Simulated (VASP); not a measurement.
# NaCl (Fm-3m) in VASP: notebook, part 2 of 2

VASP 6.6.1.

### 3 Single point, r2SCAN (volume scaled by 0.760)

POSCAR reads:

```
NaCl
1.0
    0.0000000000      2.5585810750      2.5585810750
    2.5585810750      0.0000000000      2.5585810750
    2.5585810750      2.5585810750      0.0000000000
Na Cl
1 1
Direct
    0.0000000000      0.0000000000      0.0000000000
    0.5000000000      0.5000000000      0.5000000000
```

INCAR.step1 reads:

```
PREC = Accurate
ENCUT = 520
ISMEAR = 0
SIGMA = 0.05
LREAL = F
LASPH = T
NELM = 80
NBANDS = 14
GGA = PE
ALGO = Normal
EDIFF = 1E-4
LWAVE = T
LCHARG = F
```

INCAR.step2 reads:

```
PREC = Accurate
ENCUT = 520
EDIFF = 1E-6
ISMEAR = 0
SIGMA = 0.05
LREAL = F
LASPH = T
NELM = 80
ALGO = Normal
ISIF = 2
LWAVE = F
LCHARG = F
METAGGA = R2SCAN
LMIXTAU = T
NBANDS = 14
ISTART = 1
```

KPOINTS reads:

```
regular mesh
0
Gamma
  8 8 8
```

Potentials or basis: VASP PAW PBE potentials, release 64 (Na_pv, Cl).

Run with:

```console
$ cat potpaw_PBE.64/Na_pv/POTCAR potpaw_PBE.64/Cl/POTCAR > POTCAR
$ cp INCAR.step1 INCAR
$ mpirun -np 1 vasp_std > vasp.out
$ cp INCAR.step2 INCAR
$ mpirun -np 1 vasp_std > vasp.out
```

OUTCAR:

```text
PREC = Accurate
   ENCUT = 520
   EDIFF = 1E-6
   ISMEAR = 0
   LREAL = F
   LASPH = T
   NELM = 80
   ISIF = 2
   METAGGA = R2SCAN
   ISTART = 1

 ion  position               nearest neighbor table
   1  0.000  0.000  0.000-   2 2.56   2 2.56   2 2.56   2 2.56   2 2.56   2 2.56
   2  0.500  0.500  0.500-   1 2.56   1 2.56   1 2.56   1 2.56   1 2.56   1 2.56

  LATTYP: Found a face centered cubic cell.
 ALAT       =     5.1171621500

  Lattice vectors:

 A1 = (   0.0000000000,   2.5585810750,   2.5585810750)
 A2 = (   2.5585810750,   0.0000000000,   2.5585810750)
 A3 = (   2.5585810750,   2.5585810750,   0.0000000000)

Analysis of symmetry for initial positions (statically):
=====================================================================
 Subroutine PRICEL returns:
 Original cell was already a primitive cell.

 Routine SETGRP: Setting up the symmetry group for a
 face centered cubic supercell.

 Subroutine GETGRP returns: Found 48 space group operations
 (whereof 48 operations were pure point group operations)
 out of a pool of 48 trial point group operations.

The static configuration has the point symmetry O_h .

Analysis of symmetry for dynamics (positions and initial velocities):
=====================================================================
 Subroutine PRICEL returns:
 Original cell was already a primitive cell.

 Routine SETGRP: Setting up the symmetry group for a
 face centered cubic supercell.

 Subroutine GETGRP returns: Found 48 space group operations
 (whereof 48 operations were pure point group operations)
 out of a pool of 48 trial point group operations.

The dynamic configuration has the point symmetry O_h .

 Subroutine INISYM returns: Found 48 space group operations
 (whereof 48 operations are pure point group operations),
 and found     1 'primitive' translations

[... 115 lines left out ...]
  volume/ion in A,a.u.               =      16.75       113.03
  Fermi-wavevector in a.u.,A,eV,Ry     =   1.223982  2.312990 20.383319  1.498132
  Thomas-Fermi vector in A             =   2.359073
   LORBIT       =      0    0 simple, 1 ext, 2 COOP (PROOUT), +10 PAW based schemes
   METAGGA = R2SCAN    functional components
   LHFCALC =     F    Hartree Fock is set to
   AEXX    =    0.0000 exact exchange contribution
   IVDW    =     0    specifies the selected vdW correction
   LEPSILON=     F    determine dielectric tensor
   LRPA    =     F    only Hartree local field effects (RPA)
 non-spin polarized calculation
 Gauss-broadening in eV      SIGMA  =   0.05
  energy-cutoff  :      520.00
  volume of cell :       33.50
 maximum number of plane-waves:       934
   NGX = 13   NGY = 13   NGZ = 13

 number of electron      14.0000002 magnetization

 Free energy of the ion-electron system (eV)
  ---------------------------------------------------
  ext. energy  EPLUGINS =         0.00000000
  ---------------------------------------------------
  free energy    TOTEN  =       -13.44408868 eV

  energy without entropy =      -13.44408868  energy(sigma->0) =      -13.44408868

 E-fermi :   1.1513     XC(G=0): -10.0778

 val. band max:        0.9129881113   @ k =   0.0000   0.0000   0.0000
 cond. band min:       8.3494227690   @ k =   0.0000   0.0000   0.0000
 fundamental gap:      7.4364346577
 Fermi energy:         1.1513320790

 k-point     1 :       0.0000    0.0000    0.0000
  band No.  band energies     occupation
      1     -20.2583      2.00000
      2     -20.2578      2.00000
      3     -20.2578      2.00000
      4     -13.2000      2.00000
      5       0.9130      2.00000
      6       0.9130      2.00000
      7       0.9130      2.00000
      8       8.3494      0.00000
      9      12.7927      0.00000
     10      12.7927      0.00000
     11      12.7928      0.00000
     12      15.4710      0.00000
     13      15.4710      0.00000
     14      17.7299      0.00000
[... 377 lines left out ...]
      1     -20.3447      2.00000
      2     -20.2835      2.00000
      3     -20.2707      2.00000
      4     -12.3619      2.00000
      5      -1.6895      2.00000
      6      -0.3662      2.00000
      7       0.1842      2.00000
      8      10.6433      0.00000
      9      12.1167      0.00000
     10      13.5990      0.00000
     11      14.5299      0.00000
     12      17.6277      0.00000
     13      19.7099      0.00000
     14      20.4138      0.00000

 [... further k-points ...]
[... 5 lines left out ...]
  --------------------------------------------------------------------------------------
  -------------------------------------------------------------------------------------
  Total        2.9673335      2.9673335      2.9673335      0.0000000     -0.0000000     -0.0000000
  in kB      141.9218924    141.9218924    141.9218924      0.0000000     -0.0000000     -0.0000000
  external PRESSURE =     141.9218924 kB  Pullay stress =       0.0000000 kB

 VOLUME and BASIS-vectors are now :
 -----------------------------------------------------------------------------
  energy-cutoff  :      520.00
  volume of cell :       33.50
      direct lattice vectors                 reciprocal lattice vectors
     0.000000000  2.558581075  2.558581075    -0.195420815  0.195420815  0.195420815
     2.558581075  0.000000000  2.558581075     0.195420815 -0.195420815  0.195420815
     2.558581075  2.558581075  0.000000000     0.195420815  0.195420815 -0.195420815

 POSITION                                       TOTAL-FORCE (eV/Angst)
 -----------------------------------------------------------------------------------
      0.00000      0.00000      0.00000         0.000000     -0.000000      0.000000
      2.55858      2.55858      2.55858        -0.000000      0.000000     -0.000000
 -----------------------------------------------------------------------------------
    total drift:                                0.000000      0.000000      0.000000

  FREE ENERGIE OF THE ION-ELECTRON SYSTEM (eV)
  ---------------------------------------------------
  free  energy   TOTEN  =       -13.4440886839 eV

  energy  without entropy=      -13.4440886839  energy(sigma->0) =      -13.44408868
```

OUTCAR.step1:

```text
PREC = Accurate
   ENCUT = 520
   ISMEAR = 0
   LREAL = F
   LASPH = T
[... 628 lines left out ...]
 -----------------------------------------------------------------------------------
      0.00000      0.00000      0.00000         0.000000      0.000000      0.000000
      2.55858      2.55858      2.55858        -0.000000     -0.000000     -0.000000
 -----------------------------------------------------------------------------------
    total drift:                                0.000000      0.000000      0.000000

  FREE ENERGIE OF THE ION-ELECTRON SYSTEM (eV)
  ---------------------------------------------------
  free  energy   TOTEN  =        -6.3046860898 eV

  energy  without entropy=       -6.3046860898  energy(sigma->0) =       -6.30468609
```

Wall time 28 s (1 thread of Intel Xeon 6975P-C (Granite Rapids), shared host); peak memory 0.16 GiB.

Results:

```
Free energy            : -13.4441 eV
Pressure               : 14.2 GPa
Band gap on the k mesh : 7.44 eV, direct
```

Caveat: the cell differs from its parent crystal (volume scaled by 0.760); the PAW data sets were made with another functional, which shifts forces and pressure a little.

### 4 Single point, PBE

This run uses another cell than the first one, of 22.19 Å³/atom, 1.398 times its volume.

INCAR reads:

```
SYSTEM = NaCl
ALGO = Normal ; EDIFF = 1E-7
ENCUT = 520 ; GGA = PE
ISIF = 2 ; ISMEAR = 0
LASPH = .True. ; LCHARG = .True.
LELF = .True. ; LREAL = .False.
LVHAR = .True. ; LWAVE = .False.
NBANDS = 14 ; NELM = 60
PREC = Accurate ; SIGMA = 0.05
```

KPOINTS reads:

```
k-points
0
Gamma
  6 6 6
  0 0 0
```

POSCAR reads:

```
NaCl
1.0
    0.0000000000      2.8100000000      2.8100000000
    2.8100000000      0.0000000000      2.8100000000
    2.8100000000      2.8100000000      0.0000000000
Na Cl
1 1
Direct
    0.0000000000      0.0000000000      0.0000000000
    0.5000000000      0.5000000000      0.5000000000
```

Potentials or basis: VASP PAW PBE potentials, release 64 (Na_pv, Cl).

Run with:

```console
$ cat potpaw_PBE.64/Na_pv/POTCAR potpaw_PBE.64/Cl/POTCAR > POTCAR
$ mpirun -np 1 vasp_std > vasp.out
```

OUTCAR:

```text
SYSTEM = NaCl
   EDIFF = 1E-7
   ENCUT = 520
   GGA = PE
   ISIF = 2
   ISMEAR = 0
   LASPH = .True.
   LREAL = .False.
   NELM = 60
   PREC = Accurate

 ion  position               nearest neighbor table
   1  0.000  0.000  0.000-
   2  0.500  0.500  0.500-

  LATTYP: Found a face centered cubic cell.
 ALAT       =     5.6200000000

  Lattice vectors:

 A1 = (   0.0000000000,   2.8100000000,   2.8100000000)
 A2 = (   2.8100000000,   0.0000000000,   2.8100000000)
 A3 = (   2.8100000000,   2.8100000000,   0.0000000000)

Analysis of symmetry for initial positions (statically):
=====================================================================
 Subroutine PRICEL returns:
 Original cell was already a primitive cell.

 Routine SETGRP: Setting up the symmetry group for a
 face centered cubic supercell.

 Subroutine GETGRP returns: Found 48 space group operations
 (whereof 48 operations were pure point group operations)
 out of a pool of 48 trial point group operations.

The static configuration has the point symmetry O_h .

Analysis of symmetry for dynamics (positions and initial velocities):
[... 162 lines left out ...]
      3     -21.4673      2.00000
      4     -13.3526      2.00000
      5      -0.6697      2.00000
      6      -0.6697      2.00000
      7      -0.6697      2.00000
      8       4.4792      0.00000
      9      10.4619      0.00000
     10      10.4619      0.00000
     11      10.4619      0.00000
     12      12.6363      0.00000
     13      12.6363      0.00000
     14      14.2616      0.00000
[... 241 lines left out ...]
      1     -21.4852      2.00000
      2     -21.4789      2.00000
      3     -21.4775      2.00000
      4     -12.9434      2.00000
      5      -2.1265      2.00000
      6      -1.5943      2.00000
      7      -1.3967      2.00000
      8       7.7556      0.00000
      9       8.2375      0.00000
     10       9.8893      0.00000
     11      11.4595      0.00000
     12      14.6161      0.00000
     13      15.6278      0.00000
     14      15.7417      0.00000

------------------------ aborting loop because EDIFF is reached ----------------------------------------

  FORCE on cell =-STRESS in cart. coord.  units (eV):
  Direction    XX          YY          ZZ          XY          YZ          ZX
  --------------------------------------------------------------------------------------
  -------------------------------------------------------------------------------------
  Total        0.2809386      0.2809386      0.2809386     -0.0000000     -0.0000000      0.0000000
  in kB       10.1431535     10.1431535     10.1431535     -0.0000000     -0.0000000      0.0000000
  external PRESSURE =      10.1431535 kB  Pullay stress =       0.0000000 kB

 VOLUME and BASIS-vectors are now :
 -----------------------------------------------------------------------------
  energy-cutoff  :      520.00
  volume of cell :       44.38
      direct lattice vectors                 reciprocal lattice vectors
     0.000000000  2.810000000  2.810000000    -0.177935943  0.177935943  0.177935943
     2.810000000  0.000000000  2.810000000     0.177935943 -0.177935943  0.177935943
     2.810000000  2.810000000  0.000000000     0.177935943  0.177935943 -0.177935943

 POSITION                                       TOTAL-FORCE (eV/Angst)
 -----------------------------------------------------------------------------------
      0.00000      0.00000      0.00000         0.000000      0.000000      0.000000
      2.81000      2.81000      2.81000        -0.000000     -0.000000     -0.000000
 -----------------------------------------------------------------------------------
    total drift:                               -0.000000      0.000000      0.000000

  FREE ENERGIE OF THE ION-ELECTRON SYSTEM (eV)
  ---------------------------------------------------
  free  energy   TOTEN  =        -6.7719468245 eV

  energy  without entropy=       -6.7719468245  energy(sigma->0) =       -6.77194682
```

OSZICAR:

```text
N       E                     dE             d eps       ncg     rms          rms(c)
DAV:   1     0.961158020022E+02    0.96116E+02   -0.69769E+03   454   0.100E+03
DAV:   2     0.997834268126E+00   -0.95118E+02   -0.87874E+02   474   0.270E+02
DAV:   3    -0.683314403869E+01   -0.78310E+01   -0.77637E+01   586   0.714E+01
DAV:   4    -0.696525145864E+01   -0.13211E+00   -0.13203E+00   508   0.973E+00
DAV:   5    -0.696804635199E+01   -0.27949E-02   -0.27941E-02   576   0.144E+00    0.216E+00
DAV:   6    -0.677781121825E+01    0.19024E+00   -0.31786E-01   538   0.327E+00    0.161E+00
DAV:   7    -0.676633831133E+01    0.11473E-01   -0.82148E-02   600   0.164E+00    0.110E+00
DAV:   8    -0.677195895549E+01   -0.56206E-02   -0.99939E-03   520   0.856E-01    0.302E-01
DAV:   9    -0.677184009409E+01    0.11886E-03   -0.22008E-04   562   0.114E-01    0.165E-01
DAV:  10    -0.677195807643E+01   -0.11798E-03   -0.32804E-04   520   0.141E-01    0.707E-02
DAV:  11    -0.677194640353E+01    0.11673E-04   -0.21261E-05   586   0.422E-02    0.155E-02
DAV:  12    -0.677194648630E+01   -0.82760E-07   -0.24037E-06   520   0.142E-02    0.138E-03
DAV:  13    -0.677194702804E+01   -0.54175E-06   -0.28123E-07   544   0.356E-03    0.346E-03
DAV:  14    -0.677194682247E+01    0.20557E-06   -0.48857E-08   398   0.124E-03    0.351E-04
DAV:  15    -0.677194682447E+01   -0.19979E-08   -0.32041E-09   350   0.574E-04
   1 F= -.67719468E+01 E0= -.67719468E+01  d E =-.248036E-11
```

stdout:

```text
POSCAR found type information on POSCAR NaCl
 POSCAR found :  2 types and       2 ions
 scaLAPACK will be used
 LDA part: xc-table for (Slater+PW92), standard interpolation
 POSCAR, INCAR and KPOINTS ok, starting setup
 FFT: planning ... GRIDC
 FFT: planning ... GRID_SOFT
 FFT: planning ... GRID
 WAVECAR not read
 entering main loop
```

Wall time 6 s (1 thread of Intel Xeon 6975P-C (Granite Rapids), shared host); peak memory 0.15 GiB.

What came out:

```yaml
Free_energy: -6.7719 eV
Pressure: 1.0 GPa
Band_gap_on_the_k_mesh: 5.15 eV, direct
```

Levels at points of the mesh, in eV from the valence-band top:
```csv
k point,band 5,band 6,band 7,band 8,band 9,band 10
"(0.00, 0.00, 0.00)",0.00,0.00,0.00,5.15,11.13,11.13
"(0.50, 0.00, 0.00)",-1.96,-0.27,-0.27,7.29,10.71,11.00
"(0.50, 0.50, 0.00)",-1.69,-0.61,-0.61,7.57,8.07,11.40
```

### 5 The runs side by side

```tsv
level	cell	k mesh	gap on the mesh (eV)	pressure (GPa)
r2SCAN	a = 3.554 Å, angles 60.0°, 2 atoms	8 × 8 × 8	7.80	19.2
r2SCAN	a = 3.618 Å, angles 60.0°, 2 atoms	8 × 8 × 8	7.44	14.2
PBE	a = 3.974 Å, angles 60.0°, 2 atoms	6 × 6 × 6	5.15	1.0
```

Alike in all rows: task single point; potentials or basis VASP PAW PBE potentials, release 64 (Na_pv, Cl); no spin polarisation; cutoff (eV) 520; smearing gaussian 0.05 eV.

Caveats: the PAW data sets were made with another functional, which shifts forces and pressure a little (some runs).

Absolute energies hang on the potentials; compare differences alone.
